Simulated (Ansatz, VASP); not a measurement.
**ScAlN2: VASP beside Ansatz**

```
Sc Al N
1.0
    -2.19678    2.19678    4.19658
     2.19678   -2.19678    4.19658
     2.19678    2.19678   -4.19658
Sc Al N
2 2 4
Cartesian
  0.0000 2.1968 2.0983
  0.0000 0.0000 0.0000
  2.1968 0.0000 2.0983
  0.0000 0.0000 4.1966
  2.1968 0.0000 4.0948
  0.0000 0.0000 2.2000
  2.1968 0.0000 0.1018
  0.0000 0.0000 6.1931
```

Alike in both runs: functional PBE; k mesh 10 × 10 × 10; occupations gaussian, width 0.02 eV; no spin polarisation.

Ansatz relaxed the structure, and its values are those at the end. VASP's run is a single point on that final structure, the one shown.

|  | VASP | Ansatz |
| --- | --- | --- |
| version | VASP 6.6.1 | Ansatz 0.2.0 |
| potentials or method | VASP PAW PBE potentials, release 64 (Sc_sv, Al, N), cutoff 520 eV | scalar-relativistic, plane waves, PAW |
| valence electrons in the cell | 48 | 48 |

|  | VASP | Ansatz | Ansatz less VASP |
| --- | --- | --- | --- |
| gap on the k mesh at the Fermi level (eV) | 0.96 | 0.98 | +0.019 |
| least direct gap on the mesh (eV) | 1.05 | 1.07 | +0.019 |
| pressure (GPa) | 0.6 | 0.0 | -0.62 |
| rms of the force components (eV/Å) | 0.019 | 0.000 | -0.0189 |

The functional is the same, so the differences come from potentials, cutoffs and numerics.
